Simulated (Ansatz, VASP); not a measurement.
## Se: VASP beside Ansatz

```xyz
3
Lattice="4.0055 0.0000 0.0000 -2.0027 3.4689 0.0000 0.0000 0.0000 5.1879" Properties=species:S:1:pos:R:3 pbc="T T T"
Se   -0.9839    3.4689    1.7293
Se    3.4961    0.8823    3.4586
Se    1.4933    2.5865    5.1879
```

Alike in both runs: task single point; functional LDA; k mesh 9 × 9 × 6; occupations fermi-dirac, width 0.05 eV; no spin polarisation.

|  | VASP | Ansatz |
| --- | --- | --- |
| version | VASP 6.6.1 | Ansatz 0.2.0 |
| potentials or method | VASP PAW LDA potentials, release 64 (Se), cutoff 520 eV | plane waves (420 eV) with PAW, scalar-relativistic |
| valence electrons in the cell | 18 | 48 |

```tsv
	VASP	Ansatz	Ansatz less VASP
pressure (GPa)	-2.5	-2.7	-0.19
traceless stress, the component that is largest in VASP (GPa)	-0.73	-0.81	-0.078
```

Ansatz warns that its potentials were made for another functional, while VASP's fit it. LDA's correlation is that of Perdew and Zunger in VASP and of Perdew and Wang (1992) in Ansatz. VASP's potentials hold 18 valence electrons a cell and Ansatz's 48, so a difference there can come from the potentials and not from the codes.
